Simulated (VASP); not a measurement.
Runs of VASP 6.6.1 on Ru. Symmetry: P6_3/mmc, No. 194, hexagonal system. The conventional cell has a = 2.724 Å, b = 2.724 Å, c = 4.289 Å, α = 90.00°, β = 90.00°, γ = 120.00°. Within 3.5 Å of Ru (site symmetry -6m2) lie 12 Ru at 2.66 to 2.72 Å. 

```csv
k mesh,smearing,gap on the mesh (eV),pressure (GPa)
13 × 13 × 7,methfessel-paxton 0.01 eV,none,-0.4
13 × 13 × 7,methfessel-paxton 0.3 eV,none,-0.3
13 × 13 × 7,fermi-dirac 0.3 eV,none,2.4
13 × 13 × 7,gaussian 0.2 eV,none,(a)
11 × 11 × 6,fermi-dirac 0.1 eV,none,(b)
13 × 13 × 7,fermi-dirac 0.2 eV,none,0.8
13 × 13 × 7,fermi-dirac 0.03 eV,none,-0.3
```

Alike in all rows: task single point; level PBE; potentials or basis VASP PAW PBE potentials, release 64 (Ru_pv); no spin polarisation; cell as given; cutoff (eV) 520.

Q: Estimate the missing entries.

A: (a) -0.1; (b) 0.0.

A k mesh can miss the band edges, and the runs leave out spin-orbit coupling on Ru.

A gap of «none» marks levels without a gap at the run's occupations.
